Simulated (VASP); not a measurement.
# Au (Im-3m) in VASP: notebook, part 2 of 2

VASP 6.6.1.

## (4) Single point, PBE (volume scaled by 0.88)

File INCAR:

```
PREC = Accurate
ENCUT = 520
EDIFF = 1E-6
ISMEAR = 0
SIGMA = 0.1
LREAL = F
LASPH = T
NELM = 60
ALGO = Normal
ISIF = 2
LWAVE = F
LCHARG = T
GGA = PE
LELF = T
LVHAR = T
NBANDS = 12
```

File KPOINTS:

```
Automatic mesh
0
Gamma
  18 18 18
```

File POSCAR:

```
Au
1.0
   -1.5817957681      1.5817957681      1.5817957681
    1.5817957681     -1.5817957681      1.5817957681
    1.5817957681      1.5817957681     -1.5817957681
Au
1
Direct
    0.0000000000      0.0000000000      0.0000000000
```

Potentials or basis: VASP PAW PBE potentials, release 64 (Au).

Command:

```
cat potpaw_PBE.64/Au/POTCAR > POTCAR
mpirun -np 1 vasp_std > vasp.out
```

OUTCAR:

```text
PREC = Accurate
   ENCUT = 520
   EDIFF = 1E-6
   ISMEAR = 0
   LREAL = F
   LASPH = T
   NELM = 60
   ISIF = 2
   GGA = PE

 ion  position               nearest neighbor table
   1  0.000  0.000  0.000-

  LATTYP: Found a body centered cubic cell.
 ALAT       =     3.1635915362

  Lattice vectors:

 A1 = (  -1.5817957681,   1.5817957681,   1.5817957681)
 A2 = (   1.5817957681,  -1.5817957681,   1.5817957681)
 A3 = (   1.5817957681,   1.5817957681,  -1.5817957681)

Analysis of symmetry for initial positions (statically):
=====================================================================
 Subroutine PRICEL returns:
 Original cell was already a primitive cell.

 Routine SETGRP: Setting up the symmetry group for a
 body centered cubic supercell.

 Subroutine GETGRP returns: Found 48 space group operations
 (whereof 48 operations were pure point group operations)
 out of a pool of 48 trial point group operations.

The static configuration has the point symmetry O_h .

Analysis of symmetry for dynamics (positions and initial velocities):
=====================================================================
 Subroutine PRICEL returns:
 Original cell was already a primitive cell.

 Routine SETGRP: Setting up the symmetry group for a
 body centered cubic supercell.

 Subroutine GETGRP returns: Found 48 space group operations
 (whereof 48 operations were pure point group operations)
 out of a pool of 48 trial point group operations.

The dynamic configuration has the point symmetry O_h .

 Subroutine INISYM returns: Found 48 space group operations
 (whereof 48 operations are pure point group operations),
 and found     1 'primitive' translations

----------------------------------------------------------------------------------------

                                     Primitive cell

  volume of cell :      15.8311

[... 106 lines left out ...]
     AMIX_MAG =   1.60;   BMIX_MAG =  1.00
  volume/ion in A,a.u.               =      15.83       106.83
  Fermi-wavevector in a.u.,A,eV,Ry     =   1.450002  2.740107 28.606335  2.102506
  Thomas-Fermi vector in A             =   2.567664
   LORBIT       =      0    0 simple, 1 ext, 2 COOP (PROOUT), +10 PAW based schemes
   GGA     = PE    functional components
   LHFCALC =     F    Hartree Fock is set to
   AEXX    =    0.0000 exact exchange contribution
   IVDW    =     0    specifies the selected vdW correction
   LEPSILON=     F    determine dielectric tensor
   LRPA    =     F    only Hartree local field effects (RPA)
 non-spin polarized calculation
 Gauss-broadening in eV      SIGMA  =   0.10
  energy-cutoff  :      520.00
  volume of cell :       15.83
 maximum number of plane-waves:       440
   NGX = 11   NGY = 11   NGZ = 11

 number of electron      10.9999998 magnetization

 Free energy of the ion-electron system (eV)
  ---------------------------------------------------
  ext. energy  EPLUGINS =         0.00000000
  ---------------------------------------------------
  free energy    TOTEN  =        -3.05194916 eV

  energy without entropy =       -3.05153961  energy(sigma->0) =       -3.05174438

 E-fermi :  10.7956     XC(G=0): -13.1658

 val. band max:       10.7456710409   @ k =   0.3889   0.0556   0.0556
 cond. band min:      10.8637891307   @ k =  -0.3333   0.3333   0.3333
 fundamental gap:      0.1181180898
 Fermi energy:        10.7956099930

 k-point     1 :       0.0000    0.0000    0.0000
  band No.  band energies     occupation
      1       0.1049      2.00000
      2       5.4503      2.00000
      3       5.4503      2.00000
      4       5.4503      2.00000
      5       7.6265      2.00000
      6       7.6265      2.00000
      7      27.2586      0.00000
      8      27.2586      0.00000
      9      27.2586      0.00000
     10      36.5090      0.00000
     11      36.5097      0.00000
     12      36.5101      0.00000
[... 331 lines left out ...]
 k-point    24 :       0.3889    0.1111    0.0000
  band No.  band energies     occupation
      1       3.0943      2.00000
      2       4.3354      2.00000
      3       7.0546      2.00000
      4       7.4784      2.00000
      5       8.3453      2.00000
      6      10.9319      0.05400
      7      15.6878      0.00000
      8      22.8686      0.00000
      9      24.7578      0.00000
     10      32.9010      0.00000
     11      34.1637      0.00000
     12      35.1989      0.00000

 [... further k-points ...]
[... 5 lines left out ...]
  --------------------------------------------------------------------------------------
  -------------------------------------------------------------------------------------
  Total        2.5329603      2.5329603      2.5329603      0.0000000     -0.0000000      0.0000000
  in kB      256.3467107    256.3467107    256.3467107      0.0000000     -0.0000000      0.0000000
  external PRESSURE =     256.3467107 kB  Pullay stress =       0.0000000 kB

 VOLUME and BASIS-vectors are now :
 -----------------------------------------------------------------------------
  energy-cutoff  :      520.00
  volume of cell :       15.83
      direct lattice vectors                 reciprocal lattice vectors
    -1.581795768  1.581795768  1.581795768     0.000000000  0.316096433  0.316096433
     1.581795768 -1.581795768  1.581795768     0.316096433  0.000000000  0.316096433
     1.581795768  1.581795768 -1.581795768     0.316096433  0.316096433  0.000000000

 POSITION                                       TOTAL-FORCE (eV/Angst)
 -----------------------------------------------------------------------------------
      0.00000      0.00000      0.00000         0.000000     -0.000000      0.000000
 -----------------------------------------------------------------------------------
    total drift:                                0.000000     -0.000000      0.000000

  FREE ENERGIE OF THE ION-ELECTRON SYSTEM (eV)
  ---------------------------------------------------
  free  energy   TOTEN  =        -3.0519491562 eV

  energy  without entropy=       -3.0515396052  energy(sigma->0) =       -3.05174438
```

It took 17 s on 1 thread of Intel Xeon 6975P-C (Granite Rapids), shared host; peak memory 0.15 GiB.

Results:

```
Free energy : -3.0519 eV
Pressure    : 25.6 GPa
```

Caveat: spin-orbit coupling is left out, which moves the levels of the heavy elements.

## (5) Single point, PBE (volume scaled by 0.91)

File INCAR:

```
SYSTEM = Au
PREC = Accurate
ENCUT = 520
EDIFF = 1E-6
ISMEAR = 0
SIGMA = 0.1
LREAL = .False.
LASPH = .True.
NELM = 100
ALGO = Normal
ISIF = 2
LWAVE = .False.
LCHARG = .True.
GGA = PE
LELF = .True.
LVHAR = .True.
NBANDS = 12
```

File KPOINTS:

```
Automatic mesh
0
Gamma
  18 18 18
  0 0 0
```

File POSCAR:

```
Au
1.0
   -1.5995702419      1.5995702419      1.5995702419
    1.5995702419     -1.5995702419      1.5995702419
    1.5995702419      1.5995702419     -1.5995702419
Au
1
Direct
    0.0000000000      0.0000000000      0.0000000000
```

Command:

```
cat potpaw_PBE.64/Au/POTCAR > POTCAR
mpirun -np 1 vasp_std > vasp.out
```

Run time: 16 s. Hardware: 1 thread of Intel Xeon 6975P-C (Granite Rapids), shared host; peak memory 0.17 GiB.

Results (log left out):

```yaml
Free_energy: -3.1239 eV
Pressure: 17.1 GPa
```

Levels at points of the mesh, in eV from the Fermi level:
```csv
k point,band 2,band 3,band 4,band 5,band 6,band 7,band 8,band 9,band 10,band 11
"(0.00, 0.00, 0.00)",-5.14,-5.14,-5.14,-3.08,-3.08,16.48,16.48,16.48,25.07,25.07
"(0.50, 0.00, 0.00)",-6.32,-3.23,-2.85,-1.40,-0.84,3.79,12.37,14.19,22.46,22.76
"(0.50, 0.50, 0.50)",-7.26,-1.82,-1.82,-1.82,6.32,6.32,6.32,10.22,16.46,16.46
```

Caveat: spin-orbit coupling is left out, which moves the levels of the heavy elements.

## (6) Single point, PBE (volume scaled by 0.94)

File INCAR:

```
SYSTEM = Au
  ALGO = Normal
  EDIFF = 1E-6
  ENCUT = 520
  GGA = PE
  ISIF = 2
  ISMEAR = 0
  LASPH = .True.
  LCHARG = .False.
  LREAL = .False.
  LWAVE = .False.
  NBANDS = 12
  NELM = 60
  PREC = Accurate
  SIGMA = 0.1
```

File KPOINTS:

```
k-points
0
Gamma
  18 18 18
  0 0 0
```

File POSCAR:

```
Au
1.0
   -1.6169582373      1.6169582373      1.6169582373
    1.6169582373     -1.6169582373      1.6169582373
    1.6169582373      1.6169582373     -1.6169582373
Au
1
Direct
    0.0000000000      0.0000000000      0.0000000000
```

Potentials or basis: VASP PAW PBE potentials, release 64 (Au).

Command:

```
cat potpaw_PBE.64/Au/POTCAR > POTCAR
mpirun -np 1 vasp_std > vasp.out
```

OUTCAR:

```text
SYSTEM = Au
   EDIFF = 1E-6
   ENCUT = 520
   GGA = PE
   ISIF = 2
   ISMEAR = 0
   LASPH = .True.
   LREAL = .False.
   NELM = 60
   PREC = Accurate

 ion  position               nearest neighbor table
   1  0.000  0.000  0.000-

  LATTYP: Found a body centered cubic cell.
 ALAT       =     3.2339164746

  Lattice vectors:

 A1 = (  -1.6169582373,   1.6169582373,   1.6169582373)
 A2 = (   1.6169582373,  -1.6169582373,   1.6169582373)
 A3 = (   1.6169582373,   1.6169582373,  -1.6169582373)

Analysis of symmetry for initial positions (statically):
=====================================================================
 Subroutine PRICEL returns:
 Original cell was already a primitive cell.

 Routine SETGRP: Setting up the symmetry group for a
 body centered cubic supercell.

 Subroutine GETGRP returns: Found 48 space group operations
 (whereof 48 operations were pure point group operations)
 out of a pool of 48 trial point group operations.

The static configuration has the point symmetry O_h .

Analysis of symmetry for dynamics (positions and initial velocities):
=====================================================================
 Subroutine PRICEL returns:
 Original cell was already a primitive cell.

 Routine SETGRP: Setting up the symmetry group for a
 body centered cubic supercell.

 Subroutine GETGRP returns: Found 48 space group operations
 (whereof 48 operations were pure point group operations)
 out of a pool of 48 trial point group operations.

The dynamic configuration has the point symmetry O_h .

 Subroutine INISYM returns: Found 48 space group operations
 (whereof 48 operations are pure point group operations),
 and found     1 'primitive' translations

----------------------------------------------------------------------------------------

[... 110 lines left out ...]
     AMIX_MAG =   1.60;   BMIX_MAG =  1.00
  volume/ion in A,a.u.               =      16.91       114.12
  Fermi-wavevector in a.u.,A,eV,Ry     =   1.418470  2.680520 27.375712  2.012058
  Thomas-Fermi vector in A             =   2.539592
   LORBIT       =      0    0 simple, 1 ext, 2 COOP (PROOUT), +10 PAW based schemes
   GGA     = PE    functional components
   LHFCALC =     F    Hartree Fock is set to
   AEXX    =    0.0000 exact exchange contribution
   IVDW    =     0    specifies the selected vdW correction
   LEPSILON=     F    determine dielectric tensor
   LRPA    =     F    only Hartree local field effects (RPA)
 non-spin polarized calculation
 Gauss-broadening in eV      SIGMA  =   0.10
  energy-cutoff  :      520.00
  volume of cell :       16.91
 maximum number of plane-waves:       470
 NGX is ok and might be reduce to    24
   NGX = 11   NGY = 11   NGZ = 11

 number of electron      11.0000001 magnetization

 Free energy of the ion-electron system (eV)
  ---------------------------------------------------
  ext. energy  EPLUGINS =         0.00000000
  ---------------------------------------------------
  free energy    TOTEN  =        -3.16970149 eV

  energy without entropy =       -3.16927755  energy(sigma->0) =       -3.16948952

 E-fermi :   9.6469     XC(G=0): -12.7665

 val. band max:        9.6004806453   @ k =   0.3889   0.0556   0.0556
 cond. band min:       9.7267073978   @ k =  -0.3333   0.3333   0.3333
 fundamental gap:      0.1262267525
 Fermi energy:         9.6469033155

 k-point     1 :       0.0000    0.0000    0.0000
  band No.  band energies     occupation
      1      -0.3226      2.00000
      2       4.6849      2.00000
      3       4.6849      2.00000
      4       4.6849      2.00000
      5       6.6438      2.00000
      6       6.6438      2.00000
      7      26.1289      0.00000
      8      26.1289      0.00000
      9      26.1289      0.00000
     10      34.1050      0.00000
     11      34.1050      0.00000
     12      34.1050      0.00000
[... 331 lines left out ...]
 k-point    24 :       0.3889    0.1111   -0.0000
  band No.  band energies     occupation
      1       2.5575      2.00000
      2       3.6919      2.00000
      3       6.1701      2.00000
      4       6.5096      2.00000
      5       7.3022      2.00000
      6       9.7784      0.06304
      7      14.1651      0.00000
      8      21.4733      0.00000
      9      23.2331      0.00000
     10      31.0445      0.00000
     11      32.5678      0.00000
     12      33.1405      0.00000

 [... further k-points ...]
[... 5 lines left out ...]
  --------------------------------------------------------------------------------------
  -------------------------------------------------------------------------------------
  Total        1.0644631      1.0644631      1.0644631     -0.0000000     -0.0000000      0.0000000
  in kB      100.8520613    100.8520613    100.8520613     -0.0000000     -0.0000000      0.0000000
  external PRESSURE =     100.8520613 kB  Pullay stress =       0.0000000 kB

 VOLUME and BASIS-vectors are now :
 -----------------------------------------------------------------------------
  energy-cutoff  :      520.00
  volume of cell :       16.91
      direct lattice vectors                 reciprocal lattice vectors
    -1.616958237  1.616958237  1.616958237     0.000000000  0.309222581  0.309222581
     1.616958237 -1.616958237  1.616958237     0.309222581  0.000000000  0.309222581
     1.616958237  1.616958237 -1.616958237     0.309222581  0.309222581  0.000000000

 POSITION                                       TOTAL-FORCE (eV/Angst)
 -----------------------------------------------------------------------------------
      0.00000      0.00000      0.00000         0.000000      0.000000      0.000000
 -----------------------------------------------------------------------------------
    total drift:                               -0.000000      0.000000     -0.000000

  FREE ENERGIE OF THE ION-ELECTRON SYSTEM (eV)
  ---------------------------------------------------
  free  energy   TOTEN  =        -3.1697014875 eV

  energy  without entropy=       -3.1692775491  energy(sigma->0) =       -3.16948952
```

Wall time 15 s (1 thread of Intel Xeon 6975P-C (Granite Rapids), shared host); peak memory 0.17 GiB.

Results:

```
Free energy : -3.1697 eV
Pressure    : 10.1 GPa
```

Levels at points of the mesh, in eV from the Fermi level:
```csv
k point,band 2,band 3,band 4,band 5,band 6,band 7,band 8,band 9,band 10,band 11
"(0.00, 0.00, 0.00)",-4.96,-4.96,-4.96,-3.00,-3.00,16.48,16.48,16.48,24.46,24.46
"(0.50, 0.00, 0.00)",-6.07,-3.15,-2.79,-1.43,-0.70,3.58,12.36,13.95,21.96,22.30
"(0.50, 0.50, 0.50)",-6.95,-1.82,-1.82,-1.82,6.28,6.28,6.28,9.81,16.08,16.08
```

Caveat: spin-orbit coupling is left out, which moves the levels of the heavy elements.

## (7) Summary

| task | cell | k mesh | cutoff (eV) | gap on the mesh (eV) | pressure (GPa) |
| --- | --- | --- | --- | --- | --- |
| relaxation of cell and atoms | relaxed to 1 GPa from a = 2.850 Å, angles 109.5°, 1 atom | 18 × 18 × 18 | 600 | none | 1.0 |
| relaxation of cell and atoms | relaxed to 90 GPa from a = 2.604 Å, angles 109.5°, 1 atom | 20 × 20 × 20 | 600 | none | 90.0 |
| single point | a = 2.740 Å, angles 109.5°, 1 atom | 18 × 18 × 18 | 520 | none | 25.6 |
| single point | a = 2.771 Å, angles 109.5°, 1 atom | 18 × 18 × 18 | 520 | none | 17.1 |
| single point | a = 2.801 Å, angles 109.5°, 1 atom | 18 × 18 × 18 | 520 | none | 10.1 |

Alike in all rows: level PBE; potentials or basis VASP PAW PBE potentials, release 64 (Au); no spin polarisation; smearing gaussian 0.1 eV.

Caveats: spin-orbit coupling is left out, which moves the levels of the heavy elements; the cell is relaxed towards a set pressure, so the enthalpy falls and the energy may rise (some runs).

Absolute energies hang on the potentials; compare differences alone.
